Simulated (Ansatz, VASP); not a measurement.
## NiSb: VASP beside Ansatz

```xyz
2
Lattice="0.0000 2.6317 2.6317 2.6317 0.0000 2.6317 2.6317 2.6317 0.0000" Properties=species:S:1:pos:R:3 pbc="T T T"
Ni    2.6317    2.6317    2.6317
Sb    0.0000    0.0000    0.0000
```

Alike in both runs: task single point; functional PBE; k mesh 12 × 12 × 12; occupations gaussian, width 0.05 eV; collinear spin.

|  | VASP | Ansatz |
| --- | --- | --- |
| version | VASP 6.6.1 | Ansatz 0.2.0 |
| potentials or method | VASP PAW PBE potentials, release 64 (Ni, Sb), cutoff 520 eV | scalar-relativistic, plane waves, PAW |
| valence electrons in the cell | 15 | 33 |

|  | VASP | Ansatz | Ansatz less VASP |
| --- | --- | --- | --- |
| gap on the k mesh at the Fermi level (eV) | none | none | - |
| pressure (GPa) | 0.1 | 0.2 | +0.12 |
| net moment per atom (μB) | 0.00 | 0.00 | 0.000 |

A gap of «none» marks a metal or a gap that the smearing closes. The functional is the same, so the differences come from potentials, cutoffs and numerics. VASP's potentials hold 15 valence electrons a cell and Ansatz's 33, so a difference there can come from the potentials and not from the codes. Ansatz's warnings: seeded moment not kept.

Spin-orbit coupling is off throughout.
